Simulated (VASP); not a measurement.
# Te in VASP: notebook, part 2 of 3

VASP 6.6.1. The steps go on from the part before.

## 3. Single point, PBE (biaxial strain in the a-b plane: +4.5 %, then relaxed in part)

INCAR

```
  PREC = Accurate
  ENCUT = 520
  EDIFF = 1E-6
  ISMEAR = 0
  SIGMA = 0.01
  LREAL = F
  LASPH = T
  NELM = 80
  ALGO = Normal
  ISIF = 2
  LWAVE = F
  LCHARG = F
  GGA = PE
  NBANDS = 16
```

KPOINTS

```
Automatic mesh
0
Gamma
  12 12 6
```

POSCAR

```
Te
1.0
    4.7261252722      0.0000000000      0.0000000000
   -2.3630626361      4.0929445472      0.0000000000
    0.0000000000      0.0000000000      5.8053919891
Te
3
Direct
    0.7432480750      0.0000000000      0.3333333333
    0.0000000000      0.7432480750      0.6666666667
    0.2567519250      0.2567519250      0.0000000000
```

Potentials or basis: VASP PAW PBE potentials, release 64 (Te).

On the command line:

```
cat potpaw_PBE.64/Te/POTCAR > POTCAR
mpirun -np 1 vasp_std > vasp.out
```

OUTCAR:

```text
PREC = Accurate
   ENCUT = 520
   EDIFF = 1E-6
   ISMEAR = 0
   LREAL = F
   LASPH = T
   NELM = 80
   ISIF = 2
   GGA = PE

 ion  position               nearest neighbor table
   1  0.743  0.000  0.333-   3 2.86   2 2.86   3 3.65   3 3.65   2 3.65   2 3.65
   2  0.000  0.743  0.667-   3 2.86   1 2.86   3 3.65   3 3.65   1 3.65   1 3.65
   3  0.257  0.257  0.000-   1 2.86   2 2.86   1 3.65   2 3.65   2 3.65   1 3.65

  LATTYP: Found a hexagonal cell.
 ALAT       =     4.7261252722
 C/A-ratio  =     1.2283618514

  Lattice vectors:

 A1 = (   4.7261252722,   0.0000000000,   0.0000000000)
 A2 = (  -2.3630626361,   4.0929445472,   0.0000000000)
 A3 = (   0.0000000000,   0.0000000000,   5.8053919891)

Analysis of symmetry for initial positions (statically):
=====================================================================
 Subroutine PRICEL returns:
 Original cell was already a primitive cell.

 Routine SETGRP: Setting up the symmetry group for a
 hexagonal supercell.

 Subroutine GETGRP returns: Found  6 space group operations
 (whereof  2 operations were pure point group operations)
 out of a pool of 24 trial point group operations.

The static configuration has the point symmetry C_2 .
 The point group associated with its full space group is D_3 .

Analysis of symmetry for dynamics (positions and initial velocities):
=====================================================================
 Subroutine PRICEL returns:
 Original cell was already a primitive cell.

 Routine SETGRP: Setting up the symmetry group for a
 hexagonal supercell.

 Subroutine GETGRP returns: Found  6 space group operations
 (whereof  2 operations were pure point group operations)
 out of a pool of 24 trial point group operations.
[... 118 lines left out ...]
   EFERMI =   0.00;   METHOD = LEGACY
   ISMEAR =     0;   SIGMA  =   0.01  broadening in eV -4-tet -1-fermi 0-gaus
   EFERMI_NEDOS =   21; number of points for ismear=-14 and -15
   IALGO  =     38    algorithm
   IMIX   =      4    mixing-type and parameters
     AMIX     =   0.40;   BMIX     =  1.00
     AMIX_MAG =   1.60;   BMIX_MAG =  1.00
  volume/ion in A,a.u.               =      37.43       252.61
  Fermi-wavevector in a.u.,A,eV,Ry     =   0.889286  1.680507 10.759890  0.790830
  Thomas-Fermi vector in A             =   2.010827
   LORBIT       =      0    0 simple, 1 ext, 2 COOP (PROOUT), +10 PAW based schemes
   GGA     = PE    functional components
   LHFCALC =     F    Hartree Fock is set to
   AEXX    =    0.0000 exact exchange contribution
   IVDW    =     0    specifies the selected vdW correction
   LEPSILON=     F    determine dielectric tensor
   LRPA    =     F    only Hartree local field effects (RPA)
 non-spin polarized calculation
 Gauss-broadening in eV      SIGMA  =   0.01
  energy-cutoff  :      520.00
  volume of cell :      112.30
 maximum number of plane-waves:      3045
   NGX = 17   NGY = 17   NGZ = 21

 number of electron      18.0000000 magnetization

 Free energy of the ion-electron system (eV)
  ---------------------------------------------------
  ext. energy  EPLUGINS =         0.00000000
  ---------------------------------------------------
  free energy    TOTEN  =        -9.40581148 eV

  energy without entropy =       -9.40581148  energy(sigma->0) =       -9.40581148

 E-fermi :   4.8893     XC(G=0):  -8.6017

 val. band max:        4.7931739905   @ k =   0.4167   0.1667   0.5000
 cond. band min:       5.3071879870   @ k =   0.0000   0.0000   0.5000
 fundamental gap:      0.5140139965
 Fermi energy:         4.8893005655

 k-point     1 :       0.0000    0.0000    0.0000
  band No.  band energies     occupation
      1      -8.3625      2.00000
      2      -5.2320      2.00000
      3      -5.2320      2.00000
      4       1.6756      2.00000
      5       1.9021      2.00000
      6       1.9021      2.00000
[... 433 lines left out ...]
      3      -4.5665      2.00000
      4       1.0722      2.00000
      5       1.5120      2.00000
      6       1.8851      2.00000
[... 8 lines left out ...]
     15      10.6112      0.00000
     16      11.0410      0.00000

 [... further k-points ...]

------------------------ aborting loop because EDIFF is reached ----------------------------------------

  FORCE on cell =-STRESS in cart. coord.  units (eV):
  Direction    XX          YY          ZZ          XY          YZ          ZX
  --------------------------------------------------------------------------------------
  -------------------------------------------------------------------------------------
  Total       -0.4946595     -0.4946595      0.0207897      0.0000000      0.0000000      0.0000000
  in kB       -7.0573927     -7.0573927      0.2966101      0.0000000      0.0000000      0.0000000
  external PRESSURE =      -4.6060584 kB  Pullay stress =       0.0000000 kB

 VOLUME and BASIS-vectors are now :
 -----------------------------------------------------------------------------
  energy-cutoff  :      520.00
  volume of cell :      112.30
      direct lattice vectors                 reciprocal lattice vectors
     4.726125272  0.000000000  0.000000000     0.211589821  0.122161440  0.000000000
    -2.363062636  4.092944547  0.000000000     0.000000000  0.244322880  0.000000000
     0.000000000  0.000000000  5.805391989     0.000000000  0.000000000  0.172253657

 POSITION                                       TOTAL-FORCE (eV/Angst)
 -----------------------------------------------------------------------------------
      3.51268      0.00000      1.93513        -0.009570      0.000000      0.000000
     -1.75634      3.04207      3.87026         0.004785     -0.008287     -0.000000
      0.60672      1.05087      0.00000         0.004785      0.008287     -0.000000
 -----------------------------------------------------------------------------------
    total drift:                                0.000000      0.000000     -0.000000

  FREE ENERGIE OF THE ION-ELECTRON SYSTEM (eV)
  ---------------------------------------------------
  free  energy   TOTEN  =        -9.4058114772 eV

  energy  without entropy=       -9.4058114772  energy(sigma->0) =       -9.40581148
```

OSZICAR:

```text
N       E                     dE             d eps       ncg     rms          rms(c)
DAV:   1     0.735439909298E+02    0.73544E+02   -0.64317E+03  3200   0.892E+02
DAV:   2    -0.457141472388E+01   -0.78115E+02   -0.74237E+02  4240   0.131E+02
DAV:   3    -0.934114397691E+01   -0.47697E+01   -0.47531E+01  3888   0.372E+01
DAV:   4    -0.943358392701E+01   -0.92440E-01   -0.92433E-01  5040   0.589E+00
DAV:   5    -0.943445646075E+01   -0.87253E-03   -0.87253E-03  4176   0.507E-01    0.108E+01
DAV:   6    -0.941146373971E+01    0.22993E-01   -0.20573E-02  4136   0.835E-01    0.695E+00
DAV:   7    -0.940661548935E+01    0.48483E-02   -0.48761E-02  3840   0.129E+00    0.323E-01
DAV:   8    -0.940571156834E+01    0.90392E-03   -0.81337E-03  3704   0.486E-01    0.153E-01
DAV:   9    -0.940575861943E+01   -0.47051E-04   -0.23824E-04  4664   0.972E-02    0.968E-02
DAV:  10    -0.940581341804E+01   -0.54799E-04   -0.64870E-05  3992   0.498E-02    0.113E-02
DAV:  11    -0.940581088782E+01    0.25302E-05   -0.11113E-05  4400   0.194E-02    0.557E-03
DAV:  12    -0.940581147724E+01   -0.58942E-06   -0.12533E-06  3280   0.673E-03
   1 F= -.94058115E+01 E0= -.94058115E+01  d E =-.290315E-44
```

stdout:

```text
POSCAR found type information on POSCAR Te
 POSCAR found :  1 types and       3 ions
 scaLAPACK will be used
 LDA part: xc-table for (Slater+PW92), standard interpolation
 POSCAR, INCAR and KPOINTS ok, starting setup
 FFT: planning ... GRIDC
 FFT: planning ... GRID_SOFT
 FFT: planning ... GRID
 WAVECAR not read
 entering main loop
```

Run time: 58 s. Hardware: 1 thread of Intel Xeon 6975P-C (Granite Rapids), shared host; peak memory 0.32 GiB.

Results:

```
Free energy            : -9.4058 eV
Pressure               : -0.5 GPa
Largest force          : 0.010 eV/Å
Band gap on the k mesh : 0.51 eV (least direct gap 0.59 eV)
```

Forces in eV/Å, atoms in the order of the input:
```
Te  -0.010  0.000  0.000
Te   0.005 -0.008  0.000
Te   0.005  0.008  0.000
```

Caveat: the cell differs from its parent crystal (biaxial strain in the a-b plane: +4.5 %, then relaxed in part); spin-orbit coupling is left out, which moves the levels of the heavy elements. A k mesh can miss the band edges.

## 4. Single point, PBE (strained)

INCAR

```
PREC     = Accurate       # precision mode
ENCUT    = 520            # plane-wave cutoff, eV
EDIFF    = 1E-6           # SCF threshold, eV
ISMEAR   = 0              # smearing method
SIGMA    = 0.05           # smearing width, eV
LREAL    = False          # projectors in reciprocal space
LASPH    = True           # aspherical terms in the spheres
NELM     = 100            # most SCF steps
ALGO     = Normal         # electronic algorithm
ISIF     = 2              # what is computed and relaxed
LWAVE    = False          # write WAVECAR
LCHARG   = True           # write CHGCAR
GGA      = PE             # functional
LELF     = True           # ELF
LVHAR    = True         
NBANDS   = 16             # bands
```

KPOINTS

```
Automatic mesh
0
Gamma
  9 9 6
```

POSCAR

```
Te
1.0
    4.5517511873      0.0000000000      0.0000000000
   -2.2758755937      3.9419321599      0.0000000000
    0.0000000000      0.0000000000      6.4051027500
Te
3
Direct
    0.7315410482      0.0000000000      0.3333333333
    0.0000000000      0.7315410482      0.6666666667
    0.2684589518      0.2684589518      0.0000000000
```

On the command line:

```
cat potpaw_PBE.64/Te/POTCAR > POTCAR
mpirun -np 1 vasp_std > vasp.out
```

It took 2 min on 1 thread of Intel Xeon 8259CL, shared host; peak memory 0.28 GiB.

It converged, with:

```yaml
Free_energy: -9.2544 eV
Pressure: -3.8 GPa
Largest_force: 0.378 eV/Å
Band_gap_on_the_k_mesh: zero (filled and empty bands touch)
```

Forces on the atoms (eV/Å):
```
Te   0.378  0.000  0.000
Te  -0.189  0.327  0.000
Te  -0.189 -0.327  0.000
```

Stress tensor (GPa, compression positive):
```
-2.70  0.00  0.00
 0.00 -2.70  0.00
 0.00  0.00 -6.02
```

Levels at points of the mesh, in eV from the Fermi level:
| k point | band 7 | band 8 | band 9 | band 10 | band 11 | band 12 |
| --- | --- | --- | --- | --- | --- | --- |
| (0.00, 0.00, 0.00) | -1.13 | -1.13 | -0.42 | 0.95 | 0.95 | 1.79 |
| (0.00, 0.00, 0.50) | -0.86 | -0.56 | -0.56 | 0.66 | 0.75 | 0.75 |

Caveat: the cell differs from its parent crystal (strained); the cell stands under tension; spin-orbit coupling is left out, which moves the levels of the heavy elements.

(Continued in part 3 of 3.)
